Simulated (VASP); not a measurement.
# CdS (I-4m2) in VASP: a series of runs, part 2 of 2

VASP 6.6.1.

## 3. Single point, r2SCAN, non-collinear spin, zero start, spin-orbit coupling (epitaxial xy strain -1.0%)

Input file POSCAR:

```
CdS
1.0
    0.0000000000      2.9098226946      2.9816746225
    2.9098226946      0.0000000000      2.9816746225
    2.9098226946      2.9098226946      0.0000000000
Cd S
1 1
Direct
    0.0000000000      0.0000000000      0.0000000000
    0.2500000000      0.2500000000      0.2500000000
```

Input file INCAR.step1:

```
SYSTEM = CdS
PREC = Accurate
ENCUT = 520
ISMEAR = -1
SIGMA = 0.02
LREAL = .FALSE.
LASPH = .TRUE.
NELM = 150
MAGMOM = 0 0 0 0 0 0
LSORBIT = .TRUE.
GGA_COMPAT = .FALSE.
NBANDS = 30
GGA = PE
ALGO = Normal
EDIFF = 1E-4
LWAVE = .TRUE.
LCHARG = .FALSE.
```

Input file INCAR.step2:

```
SYSTEM = CdS
PREC = Accurate
ENCUT = 520
EDIFF = 1E-6
ISMEAR = -1
SIGMA = 0.02
LREAL = .FALSE.
LASPH = .TRUE.
NELM = 150
ALGO = Normal
ISIF = 2
LWAVE = .FALSE.
LCHARG = .TRUE.
MAGMOM = 0 0 0 0 0 0
LORBIT = 11
LSORBIT = .TRUE.
GGA_COMPAT = .FALSE.
LORBMOM = .TRUE.
METAGGA = R2SCAN
LMIXTAU = .TRUE.
LVHAR = .TRUE.
NBANDS = 30
ISTART = 1
```

Input file KPOINTS:

```
regular mesh
0
G
  8 8 8
  0 0 0
```

Potentials or basis: VASP PAW PBE potentials, release 64 (Cd, S).

The run is started by

```sh
cat potpaw_PBE.64/Cd/POTCAR potpaw_PBE.64/S/POTCAR > POTCAR
cp INCAR.step1 INCAR
mpirun -np 1 vasp_ncl > vasp.out
cp INCAR.step2 INCAR
mpirun -np 1 vasp_ncl > vasp.out
```

OUTCAR:

```text
SYSTEM = CdS
   PREC = Accurate
   ENCUT = 520
   EDIFF = 1E-6
   ISMEAR = -1
   LREAL = .FALSE.
   LASPH = .TRUE.
   NELM = 150
   ISIF = 2
   LORBIT = 11
   LSORBIT = .TRUE.
   METAGGA = R2SCAN
   ISTART = 1

 ion  position               nearest neighbor table
   1  0.000  0.000  0.000-   2 2.54   2 2.54   2 2.54   2 2.54
   2  0.250  0.250  0.250-   1 2.54   1 2.54   1 2.54   1 2.54

  LATTYP: Found a body centered tetragonal cell.
 ALAT       =     4.1151107188
 C/A-ratio  =     1.4491345805

  Lattice vectors:

 A1 = (  -2.9098226946,   0.0000000000,   2.9816746225)
 A2 = (   2.9098226946,   0.0000000000,   2.9816746225)
 A3 = (   0.0000000000,   2.9098226946,  -2.9816746225)

Analysis of symmetry for initial positions (statically):
=====================================================================
 Subroutine PRICEL returns:
 Original cell was already a primitive cell.

 Routine SETGRP: Setting up the symmetry group for a
 body centered tetragonal supercell.

 Subroutine GETGRP returns: Found  8 space group operations
 (whereof  8 operations were pure point group operations)
 out of a pool of 16 trial point group operations.

The static configuration has the point symmetry D_2d.

Analysis of symmetry for dynamics (positions and initial velocities):
=====================================================================
 Subroutine PRICEL returns:
 Original cell was already a primitive cell.

 Routine SETGRP: Setting up the symmetry group for a
 body centered tetragonal supercell.

 Subroutine GETGRP returns: Found  8 space group operations
 (whereof  8 operations were pure point group operations)
 out of a pool of 16 trial point group operations.

The dynamic configuration has the point symmetry D_2d.

Analysis of structural, dynamic, and magnetic symmetry:
=====================================================================
 Subroutine PRICEL returns:
 Original cell was already a primitive cell.

 Routine SETGRP: Setting up the symmetry group for a
 body centered tetragonal supercell.

[... 1003 lines left out ...]
  2        -0.000   0.000  -0.000
 ----------------------------------------
           -0.000  -0.000  -0.000

 orbital moment (z)

 # of ion     p       d       tot
 ----------------------------------------
  1         0.000   0.000   0.000
  2         0.000   0.000   0.000
 ----------------------------------------
            0.000   0.000   0.000

 Spin-Orbit-Coupling matrix elements

 Ion:    1  E_soc:     -0.0540506
 l=   1
     0.0000000    -0.0022041    -0.0021877
    -0.0022041     0.0000000    -0.0022041
    -0.0021877    -0.0022041     0.0000000
 l=   2
     0.0000000    -0.0013905     0.0000000    -0.0013905    -0.0054196
    -0.0013905     0.0000000    -0.0040642    -0.0013917    -0.0013543
     0.0000000    -0.0040642     0.0000000    -0.0040642     0.0000000
    -0.0013905    -0.0013917    -0.0040642     0.0000000    -0.0013543
    -0.0054196    -0.0013543     0.0000000    -0.0013543     0.0000000
 l=   3
     0.0000000     0.0000000     0.0000000     0.0000000     0.0000000     0.0000000     0.0000000
     0.0000000     0.0000000     0.0000000     0.0000000     0.0000000     0.0000000     0.0000000
     0.0000000     0.0000000     0.0000000     0.0000000     0.0000000     0.0000000     0.0000000
     0.0000000     0.0000000     0.0000000     0.0000000     0.0000000     0.0000000     0.0000000
     0.0000000     0.0000000     0.0000000     0.0000000     0.0000000     0.0000000     0.0000000
     0.0000000     0.0000000     0.0000000     0.0000000     0.0000000     0.0000000     0.0000000
     0.0000000     0.0000000     0.0000000     0.0000000     0.0000000     0.0000000     0.0000000

 Ion:    2  E_soc:     -0.0019621
 l=   1
     0.0000000    -0.0003264    -0.0003281
    -0.0003264     0.0000000    -0.0003264
    -0.0003281    -0.0003264     0.0000000
 l=   2
     0.0000000     0.0000000     0.0000000     0.0000000     0.0000000
     0.0000000     0.0000000     0.0000000     0.0000000     0.0000000
     0.0000000     0.0000000     0.0000000     0.0000000     0.0000000
     0.0000000     0.0000000     0.0000000     0.0000000     0.0000000
     0.0000000     0.0000000     0.0000000     0.0000000     0.0000000
 l=   3
     0.0000000     0.0000000     0.0000000     0.0000000     0.0000000     0.0000000     0.0000000
     0.0000000     0.0000000     0.0000000     0.0000000     0.0000000     0.0000000     0.0000000
     0.0000000     0.0000000     0.0000000     0.0000000     0.0000000     0.0000000     0.0000000
     0.0000000     0.0000000     0.0000000     0.0000000     0.0000000     0.0000000     0.0000000
     0.0000000     0.0000000     0.0000000     0.0000000     0.0000000     0.0000000     0.0000000
     0.0000000     0.0000000     0.0000000     0.0000000     0.0000000     0.0000000     0.0000000
     0.0000000     0.0000000     0.0000000     0.0000000     0.0000000     0.0000000     0.0000000

 total charge

# of ion       s       p       d       tot
------------------------------------------
    1        0.403   0.311   9.581  10.295
    2        1.311   2.425   0.000   3.736
--------------------------------------------------
tot          1.714   2.736   9.581  14.031

 magnetization (x)

# of ion       s       p       d       tot
------------------------------------------
    1       -0.000  -0.000   0.000  -0.000
    2        0.000   0.000   0.000   0.000
--------------------------------------------------
tot         -0.000   0.000   0.000   0.000

 magnetization (y)

# of ion       s       p       d       tot
------------------------------------------
    1        0.000   0.000  -0.000   0.000
    2        0.000  -0.000   0.000  -0.000
--------------------------------------------------
tot          0.000  -0.000  -0.000  -0.000

 magnetization (z)

# of ion       s       p       d       tot
------------------------------------------
    1        0.000   0.000  -0.000   0.000
    2        0.000  -0.000   0.000  -0.000
--------------------------------------------------
tot          0.000  -0.000  -0.000  -0.000
```

OSZICAR.step1:

```text
N       E                     dE             d eps       ncg     rms          rms(c)
DAV:   1     0.125397942138E+03    0.12540E+03   -0.87019E+03  5260   0.110E+03
DAV:   2     0.135950604575E+00   -0.12526E+03   -0.11923E+03  5750   0.289E+02
DAV:   3    -0.664434668700E+01   -0.67803E+01   -0.67297E+01  6150   0.682E+01
DAV:   4    -0.670954353545E+01   -0.65197E-01   -0.65163E-01  6008   0.644E+00
DAV:   5    -0.671051540204E+01   -0.97187E-03   -0.97184E-03  6314   0.774E-01    0.795E+00
DAV:   6    -0.617690018965E+01    0.53362E+00   -0.74240E-01  6958   0.123E+01    0.631E+00
DAV:   7    -0.616418494446E+01    0.12715E-01   -0.27672E-01  6048   0.374E+00    0.319E+00
DAV:   8    -0.616443047358E+01   -0.24553E-03   -0.26808E-02  5918   0.214E+00    0.427E-01
DAV:   9    -0.616360080708E+01    0.82967E-03   -0.33986E-03  5958   0.965E-01    0.232E-01
DAV:  10    -0.616376580747E+01   -0.16500E-03   -0.58349E-04  5922   0.178E-01    0.733E-02
DAV:  11    -0.616388681371E+01   -0.12101E-03   -0.24480E-04  5544   0.200E-01    0.444E-02
DAV:  12    -0.616388871290E+01   -0.18992E-05   -0.82790E-05  4898   0.108E-01
   1 F= -.61638887E+01 E0= -.61638887E+01  d E =-.167483E-11  mag=    -0.0000    -0.0000    -0.0000
```

Run time: 36 min. Hardware: 1 thread of Oxide Virtual Turin-like, shared host; peak memory 0.45 GiB.

Results:

* Free energy: -29.7118 eV
* Pressure: 0.6 GPa
* Net moment: 0.00 μB per cell
* Valence electrons inside the program's atomic spheres: Cd 10.29; S 3.74

Moments on the atoms (μB; x, y, z):
```
Cd  0.00 0.00 0.00
S   0.00 0.00 0.00
```

Caveat: the cell differs from its parent crystal (epitaxial xy strain -1.0%); the structure was generated, so it needn't be the stable form of CdS; the PAW data sets were made with another functional, which shifts forces and pressure a little.
